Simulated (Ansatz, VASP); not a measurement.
# Se in VASP and in Ansatz

File INCAR:

```
PREC = Accurate
ENCUT = 520
EDIFF = 1E-7
ISMEAR = 0
SIGMA = 0.1
LREAL = False
LASPH = True
NELM = 60
ALGO = Normal
ISIF = 2
LWAVE = False
LCHARG = True
GGA = PS
LELF = True
LVHAR = True
NBANDS = 9
```

Contents of KPOINTS:

```
regular mesh
0
Gamma
  18 18 18
```

POSCAR

```
Se
1.0
   -1.7494757965      1.7494757965      1.7494757965
    1.7494757965     -1.7494757965      1.7494757965
    1.7494757965      1.7494757965     -1.7494757965
Se
1
Direct
    0.0000000000      0.0000000000      0.0000000000
```

Input for Ansatz:

```yaml
crystal:
  lattice:
    - [-1.7494757965, 1.7494757965, 1.7494757965]
    - [1.7494757965, -1.7494757965, 1.7494757965]
    - [1.7494757965, 1.7494757965, -1.7494757965]
  atoms:
    - { symbol: Se, position: [0.0, 0.0, 0.0] }
basis:
  ecutwfc: 420
kpoints:
  mp_grid: { grid: [18, 18, 18] }
hamiltonian:
  xc: pbesol
scf:
  occupations: { method: gaussian, width: 0.1 }
output:
  forces: true
  stress: true
  eigenvalues: true
```

Alike in both runs: task single point; functional PBEsol; k mesh 18 × 18 × 18; occupations gaussian, width 0.1 eV; no spin polarisation.

|  | VASP | Ansatz |
| --- | --- | --- |
| version | VASP 6.6.1 | Ansatz 0.2.0 |
| potentials or method | VASP PAW PBE potentials, release 64 (Se), cutoff 520 eV | scalar-relativistic, plane waves, PAW |
| valence electrons in the cell | 6 | 16 |

|  | VASP | Ansatz | Ansatz less VASP |
| --- | --- | --- | --- |
| gap on the k mesh at the Fermi level (eV) | none | none | - |
| pressure (GPa) | -7.1 | -7.2 | -0.05 |

VASP's potentials were made for PBE, not for PBEsol. A gap of «none» marks a metal or a gap that the smearing closes. VASP's potentials hold 6 valence electrons a cell and Ansatz's 16, so a difference there can come from the potentials and not from the codes.
